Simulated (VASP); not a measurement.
# NaTi2N3 (Cmmm) in VASP: single point with PBEsol

Aim: the single point of NaTi2N3 with PBEsol.

Everything below comes from runs of VASP 6.6.1. Logs are shortened: lines on timing, memory, paths and dates and some standing lists are left out, and cuts for length are marked.

## 1. The cell of the first run

Symmetry: Cmmm, No. 65, orthorhombic system. The conventional cell has a = 5.361 Å, b = 9.476 Å, c = 2.904 Å, α = 90.00°, β = 90.00°, γ = 90.00°. Within 3.1 Å of Na (site symmetry mmm) lie 6 N at 2.11 to 3.05 Å and 2 Na at 2.90 Å and 8 Ti at 3.09 Å. Ti (site symmetry 2/m) has 6 N at 1.99 to 2.72 Å and 4 Ti at 2.68 to 2.90 Å and 4 Na at 3.09 Å within 3.1 Å. Within 2.6 Å of N (site symmetry m2m) lie 4 Ti at 1.99 Å and 1 Na at 2.11 Å. Within 3.8 Å of N (site symmetry mmm) lie 4 Ti at 2.72 Å and 14 N at 2.90 to 3.71 Å and 4 Na at 3.05 Å.

## 2. Single point, PBEsol

Input file INCAR:

```
SYSTEM = NaTi2N3
ALGO = Normal ; EDIFF = 1E-6
ENCUT = 520 ; GGA = PS
ISIF = 2 ; ISMEAR = -1
LASPH = .TRUE. ; LCHARG = .TRUE.
LELF = .TRUE. ; LREAL = .FALSE.
LVHAR = .TRUE. ; LWAVE = .FALSE.
NBANDS = 32 ; NELM = 80
PREC = Accurate ; SIGMA = 0.03
```

Input file KPOINTS:

```
k-points
0
G
  6 6 6
  0 0 0
```

Input file POSCAR:

```
NaTi2N3
1.0
    2.6806804185     -4.7380921127      0.0000000000
    2.6806804185      4.7380921127      0.0000000000
    0.0000000000      0.0000000000      2.9041542292
Na Ti N
1 2 3
Direct
    0.5000000000      0.5000000000      0.0000000000
    0.0000000000      0.5000000000      0.5000000000
    0.5000000000      0.0000000000      0.5000000000
    0.2768686904      0.7231313096      0.0000000000
    0.7231313096      0.2768686904      0.0000000000
    0.0000000000      0.0000000000      0.5000000000
```

Potentials or basis: VASP PAW PBE potentials, release 64 (Na_pv, Ti_sv, N).

On the command line:

```console
$ cat potpaw_PBE.64/Na_pv/POTCAR potpaw_PBE.64/Ti_sv/POTCAR potpaw_PBE.64/N/POTCAR > POTCAR
$ mpirun -np 1 vasp_std > vasp.out
```

OUTCAR:

```text
SYSTEM = NaTi2N3
   EDIFF = 1E-6
   ENCUT = 520
   GGA = PS
   ISIF = 2
   ISMEAR = -1
   LASPH = .TRUE.
   LREAL = .FALSE.
   NELM = 80
   PREC = Accurate

 ion  position               nearest neighbor table
   1  0.500  0.500  0.000-   4 2.11   5 2.11
   2  0.000  0.500  0.500-   4 1.99   5 1.99   4 1.99   5 1.99   3 2.68   3 2.68
   3  0.500  0.000  0.500-   4 1.99   5 1.99   4 1.99   5 1.99   2 2.68   2 2.68
   4  0.277  0.723  0.000-   2 1.99   3 1.99   2 1.99   3 1.99   1 2.11
   5  0.723  0.277  0.000-   2 1.99   3 1.99   2 1.99   3 1.99   1 2.11
   6  0.000  0.000  0.500-

  LATTYP: Found a base centered orthorhombic cell.
 ALAT       =     5.3613608370
 B/A-ratio  =     1.7674960730
 C/A-ratio  =     0.5416822925

  Lattice vectors:

 A1 = (   2.6806804185,  -4.7380921127,   0.0000000000)
 A2 = (   2.6806804185,   4.7380921127,   0.0000000000)
 A3 = (   0.0000000000,   0.0000000000,   2.9041542292)

Analysis of symmetry for initial positions (statically):
=====================================================================
 Subroutine PRICEL returns:
 Original cell was already a primitive cell.

 Routine SETGRP: Setting up the symmetry group for a
 base centered orthorhombic supercell.

 Subroutine GETGRP returns: Found  8 space group operations
 (whereof  8 operations were pure point group operations)
 out of a pool of  8 trial point group operations.

The static configuration has the point symmetry D_2h.

Analysis of symmetry for dynamics (positions and initial velocities):
=====================================================================
 Subroutine PRICEL returns:
 Original cell was already a primitive cell.

 Routine SETGRP: Setting up the symmetry group for a
 base centered orthorhombic supercell.

 Subroutine GETGRP returns: Found  8 space group operations
 (whereof  8 operations were pure point group operations)
 out of a pool of  8 trial point group operations.

The dynamic configuration has the point symmetry D_2h.

 Subroutine INISYM returns: Found  8 space group operations
 (whereof  8 operations are pure point group operations),
 and found     1 'primitive' translations

----------------------------------------------------------------------------------------

                                     Primitive cell

  volume of cell :      73.7731

  direct lattice vectors                    reciprocal lattice vectors
     2.680680419 -4.738092113  0.000000000     0.186519809 -0.105527708  0.000000000
     2.680680419  4.738092113  0.000000000     0.186519809  0.105527708  0.000000000
     0.000000000  0.000000000  2.904154229     0.000000000  0.000000000  0.344334330

  length of vectors
     5.443855653  5.443855653  2.904154229     0.214302908  0.214302908  0.344334330

  position of ions in fractional coordinates (direct lattice)
     0.500000000  0.500000000  0.000000000
     1.000000000  0.500000000  0.500000000
     0.500000000  1.000000000  0.500000000
     0.276868690  0.723131310  0.000000000
     0.723131310  0.276868690  0.000000000
     0.000000000  0.000000000  0.500000000

  ion indices of the primitive-cell ions
   primitive index   ion index
                 1           1
                 2           2
                 3           3
                 4           4
                 5           5
                 6           6

----------------------------------------------------------------------------------------

 KPOINTS: k-points

Automatic generation of k-mesh.
 Grid dimensions read from file:
 generate k-points for:    6    6    6

 Generating k-lattice:

  Cartesian coordinates                     Fractional coordinates (reciprocal lattice)
     0.031086635 -0.017587951  0.000000000     0.166666667  0.000000000  0.000000000
     0.031086635  0.017587951  0.000000000     0.000000000  0.166666667  0.000000000
     0.000000000  0.000000000  0.057389055     0.000000000  0.000000000  0.166666667

  Length of vectors
     0.035717151  0.035717151  0.057389055

  Shift w.r.t. Gamma in fractional coordinates (k-lattice)
     0.000000000  0.000000000  0.000000000

 Subroutine IBZKPT returns following result:
 ===========================================

 Found     52 irreducible k-points:

 Following reciprocal coordinates:
            Coordinates               Weight
  0.000000  0.000000  0.000000      1.000000
  0.166667  0.000000  0.000000      4.000000
  0.333333  0.000000  0.000000      4.000000
  0.500000 -0.000000  0.000000      2.000000
  0.166667  0.166667  0.000000      2.000000
  0.333333  0.166667  0.000000      4.000000
[... 16 lines left out ...]
  0.333333  0.333333  0.166667      4.000000
  0.500000  0.333333  0.166667      8.000000
 [... further k-points ...]
   k-points           NKPTS =     52   k-points in BZ     NKDIM =     52   number of bands    NBANDS=     32
   number of dos      NEDOS =    301   number of ions     NIONS =      6
   total plane-waves  NPLWV =  38400
   dimension x,y,z NGX =    40 NGY =   40 NGZ =   24
   dimension x,y,z NGXF=    80 NGYF=   80 NGZF=   48
   ions per type =               1   2   3
   NGX,Y,Z   is equivalent  to a cutoff of  12.22, 12.22, 13.74 a.u.
   NGXF,Y,Z  is equivalent  to a cutoff of  24.43, 24.43, 27.48 a.u.
 SYSTEM =  NaTi2N3
   PREC   = accura    normal or accurate (medium, high low for compatibility)
   ISTART =      0    job   : 0-new  1-cont  2-samecut
   ICHARG =      2    charge: 1-file 2-atom 10-const
   ISPIN  =      1    spin polarized calculation?
   LNONCOLLINEAR =      F non collinear calculations
   LSORBIT =      F    spin-orbit coupling
   LASPH  =      T    aspherical Exc in radial PAW
   ENCUT  =  520.0 eV  38.22 Ry    6.18 a.u.  10.12 10.12  5.40*2*pi/ulx,y,z
   NELM   =     80;   NELMIN=  2; NELMDL= -5     # of ELM steps
   EDIFF  = 0.1E-05   stopping-criterion for ELM
   LREAL  =      F    real-space projection
   EDIFFG = 0.1E-04   stopping-criterion for IOM
   NSW    =      0    number of steps for IOM
   IBRION =     -1    ionic relax: 0-MD 1-quasi-New 2-CG
   NFREE  =      0    steps in history (QN), initial steepest desc. (CG)
   ISIF   =      2    stress and relaxation
   ISYM   =      2    0-nonsym 1-usesym 2-fastsym
   POTIM  = 0.5000    time-step for ionic-motion
   TEBEG  =    0.0;   TEEND  =   0.0 temperature during run
   PSTRESS=    0.0 pullay stress
   NELECT =      46.0000    total number of electrons
   NUPDOWN=      -1.0000    fix difference up-down
   EMIN   =  10.00;   EMAX   =-10.00  energy-range for DOS
   EFERMI =   0.00;   METHOD = LEGACY
   ISMEAR =    -1;   SIGMA  =   0.03  broadening in eV -4-tet -1-fermi 0-gaus
   EFERMI_NEDOS =   21; number of points for ismear=-14 and -15
   IALGO  =     38    algorithm
   IMIX   =      4    mixing-type and parameters
     AMIX     =   0.40;   BMIX     =  1.00
     AMIX_MAG =   1.60;   BMIX_MAG =  1.00
  volume/ion in A,a.u.               =      12.30        82.97
  Fermi-wavevector in a.u.,A,eV,Ry     =   1.398604  2.642978 26.614255  1.956093
  Thomas-Fermi vector in A             =   2.521745
   LORBIT       =      0    0 simple, 1 ext, 2 COOP (PROOUT), +10 PAW based schemes
   GGA     = PS    functional components
   LHFCALC =     F    Hartree Fock is set to
   AEXX    =    0.0000 exact exchange contribution
   IVDW    =     0    specifies the selected vdW correction
   LEPSILON=     F    determine dielectric tensor
   LRPA    =     F    only Hartree local field effects (RPA)
 non-spin polarized calculation
  energy-cutoff  :      520.00
  volume of cell :       73.77
 maximum number of plane-waves:      2010
   NGX = 21   NGY = 21   NGZ = 11

 number of electron      45.9999991 magnetization

 Free energy of the ion-electron system (eV)
  ---------------------------------------------------
  ext. energy  EPLUGINS =         0.00000000
  ---------------------------------------------------
  free energy    TOTEN  =       -46.34428389 eV

  energy without entropy =      -46.33159082  energy(sigma->0) =      -46.33793736

 E-fermi :   5.7841     XC(G=0): -11.0243

 val. band max:        5.7803971070   @ k =   0.5000   0.5000   0.5000
 cond. band min:       5.7929610351   @ k =   0.5000   0.1667   0.5000
 fundamental gap:      0.0125639281
 Fermi energy:         5.7840710874

 k-point     1 :       0.0000    0.0000    0.0000
  band No.  band energies     occupation
      1     -51.6290      2.00000
      2     -51.5149      2.00000
      3     -28.4264      2.00000
      4     -28.0483      2.00000
      5     -27.9627      2.00000
      6     -27.7967      2.00000
[... 24 lines left out ...]
     31       8.5109      0.00000
     32       9.8327      0.00000

 k-point     2 :       0.1667    0.0000    0.0000
  band No.  band energies     occupation
      1     -51.6215      2.00000
      2     -51.5226      2.00000
      3     -28.3710      2.00000
      4     -28.0413      2.00000
      5     -27.9697      2.00000
      6     -27.7881      2.00000
[... 24 lines left out ...]
     31       8.4680      0.00000
     32       9.4507      0.00000

 k-point     3 :       0.3333    0.0000    0.0000
  band No.  band energies     occupation
      1     -51.6008      2.00000
      2     -51.5437      2.00000
      3     -28.2195      2.00000
      4     -28.0202      2.00000
      5     -27.9903      2.00000
      6     -27.7646      2.00000
[... 24 lines left out ...]
     31       8.9308      0.00000
     32       9.5887      0.00000

 k-point     4 :       0.5000   -0.0000    0.0000
  band No.  band energies     occupation
      1     -51.5724      2.00000
      2     -51.5724      2.00000
      3     -28.0427      2.00000
      4     -28.0416      2.00000
      5     -27.9570      2.00000
      6     -27.9566      2.00000
[... 654 lines left out ...]
     31       9.3519      0.00000
     32       9.7804      0.00000

 k-point    23 :       0.3333    0.3333    0.1667
  band No.  band energies     occupation
      1     -51.5882      2.00000
      2     -51.5316      2.00000
      3     -28.1914      2.00000
      4     -28.0100      2.00000
      5     -27.9780      2.00000
      6     -27.8960      2.00000
[... 24 lines left out ...]
     31       8.7984      0.00000
     32      10.0648      0.00000

 k-point    24 :       0.5000    0.3333    0.1667
  band No.  band energies     occupation
      1     -51.6087      2.00000
      2     -51.5107      2.00000
      3     -28.3396      2.00000
      4     -28.0309      2.00000
      5     -27.9580      2.00000
      6     -27.9219      2.00000
[... 24 lines left out ...]
     31       9.5340      0.00000
     32       9.5438      0.00000

 [... further k-points ...]

------------------------ aborting loop because EDIFF is reached ----------------------------------------

  FORCE on cell =-STRESS in cart. coord.  units (eV):
  Direction    XX          YY          ZZ          XY          YZ          ZX
  --------------------------------------------------------------------------------------
  -------------------------------------------------------------------------------------
  Total        0.1279697      0.1588590      0.1637764      0.0000000      0.0000000      0.0000000
  in kB        2.7791986      3.4500398      3.5568340      0.0000000      0.0000000      0.0000000
  external PRESSURE =       3.2620241 kB  Pullay stress =       0.0000000 kB

 VOLUME and BASIS-vectors are now :
 -----------------------------------------------------------------------------
  energy-cutoff  :      520.00
  volume of cell :       73.77
      direct lattice vectors                 reciprocal lattice vectors
     2.680680419 -4.738092113  0.000000000     0.186519809 -0.105527708  0.000000000
     2.680680419  4.738092113  0.000000000     0.186519809  0.105527708  0.000000000
     0.000000000  0.000000000  2.904154229     0.000000000  0.000000000  0.344334330

 POSITION                                       TOTAL-FORCE (eV/Angst)
 -----------------------------------------------------------------------------------
      2.68068      0.00000      0.00000         0.000000      0.000000     -0.000000
      1.34034      2.36905      1.45208         0.000000      0.000000     -0.000000
      1.34034     -2.36905      1.45208         0.000000      0.000000     -0.000000
      2.68068      2.11443      0.00000         0.000000      0.026657      0.000000
      2.68068     -2.11443      0.00000         0.000000     -0.026657     -0.000000
      0.00000      0.00000      1.45208         0.000000      0.000000     -0.000000
 -----------------------------------------------------------------------------------
    total drift:                               -0.000000      0.000000     -0.000000

  FREE ENERGIE OF THE ION-ELECTRON SYSTEM (eV)
  ---------------------------------------------------
  free  energy   TOTEN  =       -46.3442838943 eV

  energy  without entropy=      -46.3315908158  energy(sigma->0) =      -46.33793736
```

Wall time 3.7 min (1 thread of Intel Xeon 8259CL, shared host); peak memory 0.25 GiB.

What came out:

* Free energy: -46.3443 eV
* Pressure: 0.3 GPa
* Largest force: 0.027 eV/Å
* Band gap on the k mesh: zero (bands 23 and 24 overlap by 1.57 eV)

Forces on the atoms (eV/Å):
```
Na   0.000  0.000  0.000
Ti   0.000  0.000  0.000
Ti   0.000  0.000  0.000
N    0.000  0.027  0.000
N    0.000 -0.027  0.000
N    0.000  0.000  0.000
```

Caveat: the k points lie up to 0.36 Å⁻¹ apart, too coarse for converged energies and pressures of a metal; the PAW data sets were made with another functional, which shifts forces and pressure a little.
